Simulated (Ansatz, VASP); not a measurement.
**One calculation of Si16Ni16H, two programs**

```xyz
33
Lattice="-5.1384 3.3971 5.5985 5.1384 -3.3971 5.5985 5.1384 3.3971 -5.5985" Properties=species:S:1:pos:R:3 pbc="T T T"
Si    4.2893    2.5487   -2.3578
Si    4.2512   -0.8485    3.1251
Si   -0.8480    2.5485    3.2498
Si    4.2666    2.5484    3.2359
Si    0.9098    0.8518    2.2791
Si    6.0632    0.8428    2.2624
Si    0.9096    4.2463    2.2792
Si    0.9248    0.8579    7.8605
Si    1.8407    2.5486   -0.4975
Si    1.7022   -0.8487    5.0567
Si   -3.4390    2.5484    5.0625
Si    1.7226    2.5485    5.0506
Si    3.5068    0.8216    0.4528
Si    8.6178    0.8289    0.4632
Si    3.5071    4.2762    0.4527
Si    3.4794    0.8719    6.0621
Ni    2.6478    4.2552   -1.8056
Ni    2.6536    0.8465    3.7915
Ni   -2.4908    4.2391    3.7927
Ni    2.6539    4.2507    3.7915
Ni    2.5064   -0.8482    1.6999
Ni    7.6870   -0.8480    1.7253
Ni    2.5612    2.5489    1.7174
Ni    2.5546   -0.8483    7.3071
Ni    5.2277    0.8526   -1.0840
Ni    5.2036   -2.5484    4.5014
Ni    0.0895    0.8477    4.5146
Ni    5.2034    0.8513    4.5018
Ni    0.0031    2.5490    1.0076
Ni    5.1225    2.5486    0.9953
Ni   -0.0295    5.9460    0.9949
Ni   -0.0034    2.5489    6.5619
H     5.0257   -0.8494    4.8382
```

Alike in both runs: functional PBE; k mesh 1 × 1 × 1; occupations methfessel-paxton of order 1, width 0.1 eV; no spin polarisation.

Ansatz relaxed the structure, and its values are those at the end. VASP's run is a single point on that final structure, the one shown.

|  | VASP | Ansatz |
| --- | --- | --- |
| version | VASP 6.6.1 | Ansatz 0.2.0 |
| potentials or method | VASP PAW PBE potentials, release 64 (Si, Ni, H), cutoff 520 eV | plane-wave PAW DFT |
| valence electrons in the cell | 225 | 353 |

|  | VASP | Ansatz | Ansatz less VASP |
| --- | --- | --- | --- |
| rms of the force components (eV/Å) | 0.008 | 0.006 | -0.0026 |

With one functional, cell and mesh, what is left measures potentials, basis and numerics. VASP's potentials hold 225 valence electrons a cell and Ansatz's 353, so a difference there can come from the potentials and not from the codes.
